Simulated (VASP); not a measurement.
A run of VASP 6.6.1 is set up as follows.

INCAR

```
SYSTEM = Mo
ALGO = Normal ; EDIFF = 1E-7
EDIFFG = -0.05 ; ENCUT = 500
GGA = PE ; GGA_COMPAT = .False.
IBRION = 2 ; ISIF = 3
ISMEAR = 0 ; LASPH = .True.
LCHARG = .False. ; LREAL = .False.
LWAVE = .False. ; NELM = 120
NELMIN = 4 ; NSW = 80
PREC = Accurate ; SIGMA = 0.1
```

The input KPOINTS:

```
k-points
0
Gamma
  8 8 8
  0 0 0
```

The input POSCAR:

```
Mo
1.0
   -1.5496733214      1.5496733214      1.5496733214
    1.5496733214     -1.5496733214      1.5496733214
    1.5496733214      1.5496733214     -1.5496733214
Mo
1
Direct
    0.0000000000      0.0000000000      0.0000000000
```

Potentials or basis: VASP PAW PBE potentials, release 64 (Mo_sv).

Run with:

```bash
$ cat potpaw_PBE.64/Mo_sv/POTCAR > POTCAR
$ mpirun -np 1 vasp_std > vasp.out
```

What does it give for the space group after relaxing (to 0.05 Å)?

Im-3m (No. 229).

Estimate the band gap on the k mesh.

zero (band 7 reaches 16.25 eV, above the bottom of band 8 at 11.02 eV).

Step by step:
| step | energy change (eV) | largest force (eV/Å) | pressure (GPa) | volume (Å³) |
| --- | --- | --- | --- | --- |
| 1 | 0.0000 | 0.0000 | 18.35 | 14.89 |
| 2 | 0.2865 | 0.0000 | -31.14 | 18.87 |
| 3 | -0.0525 | 0.0000 | -1.13 | 15.93 |
| 4 | -0.0528 | 0.0000 | -0.07 | 15.86 |
